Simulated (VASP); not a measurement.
AgCl: single point with LDA

AgCl:

```
Ag Cl
1.0
     0.00000    2.74542    2.77315
     2.77315    0.00000    2.77315
     2.77315    2.74542    0.00000
Ag Cl
1 1
Direct
  0.50000 0.50000 0.50000
  0.00000 0.00000 0.00000
```

This cell differs from its parent crystal: strain -0.0100 x Voigt [0, 1, 0, 0, 0, 0].

```json
{"Program": "VASP 6.6.1", "Task": "single point", "Functional": "LDA", "Potentials or basis": "VASP PAW LDA potentials, release 64 (Ag, Cl)", "Cutoff": "520 eV", "k mesh": "8 × 8 × 8", "Occupations": "gaussian, width 0.05 eV", "Spin": "no spin polarisation"}
```

```yaml
Pressure: -5.2 GPa
Band_gap_on_the_k_mesh: 0.61 eV (least direct gap 2.97 eV)
```

Stress tensor (GPa, compression positive):
```
-5.20  0.00  0.00
 0.00 -5.11  0.00
 0.00  0.00 -5.20
```

Levels at points of the mesh, in eV from the valence-band top:
```tsv
k point	band 5	band 6	band 7	band 8	band 9	band 10	band 11	band 12	band 13	band 14
(0.00, 0.00, 0.00)	-2.56	-2.55	-2.40	-2.36	-2.36	0.61	10.70	10.70	10.72	12.00
(0.50, 0.00, 0.00)	-2.21	-2.20	-1.88	-0.06	0.00	3.91	6.36	7.35	7.45	13.29
(0.50, 0.50, 0.00)	-2.95	-2.36	-2.08	-2.07	-1.99	2.08	7.82	8.35	11.19	11.35
(0.50, 0.00, 0.50)	-2.94	-2.35	-2.08	-2.08	-1.99	2.07	7.76	8.45	11.19	11.19
```

Wall time 48 s on 1 thread of Intel Xeon 8259CL (shared host), peak memory 0.17 GiB.

Caveat: the cell differs from its parent crystal (strain -0.0100 x Voigt [0, 1, 0, 0, 0, 0]); the cell stands under tension; semilocal functionals underestimate gaps, and a narrow one can read as zero. A k mesh can miss the band edges.
